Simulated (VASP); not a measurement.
Runs of VASP 6.6.1 on CaHf. The structure is that of space group P4/mmm (No. 123), or close to it. The cells are those of the table. 

```csv
task,cell,k mesh,cutoff (eV),gap on the mesh (eV),pressure (GPa),relaxed volume (Å³/atom)
single point,"a = 3.239, b = 3.239, c = 5.264 Å, 2 atoms",6 × 6 × 4,520,none,0.0,-
relaxation of cell and atoms,"relaxed from a = 3.239, b = 3.239, c = 5.264 Å, 2 atoms",18 × 18 × 10,600,none,0.0,(a)
single point,"a = 3.243, b = 3.243, c = 5.268 Å, 2 atoms",18 × 18 × 10,520,none,0.0,-
relaxation of cell and atoms,"relaxed from a = 3.366, b = 3.366, c = 4.412 Å, 2 atoms",6 × 6 × 4,600,none,0.0,27.61
```

Alike in all rows: level PBE; potentials or basis VASP PAW PBE potentials, release 64 (Ca_sv, Hf_pv); no spin polarisation; smearing gaussian 0.1 eV.

Problem. Fill in the values left out.

Solution. (a) 27.67.

Caveats: spin-orbit coupling is left out, which moves the levels of the heavy elements.

A k mesh can miss the band edges, and the runs leave out spin-orbit coupling on Hf.

A gap of «none» marks levels without a gap at the run's occupations.
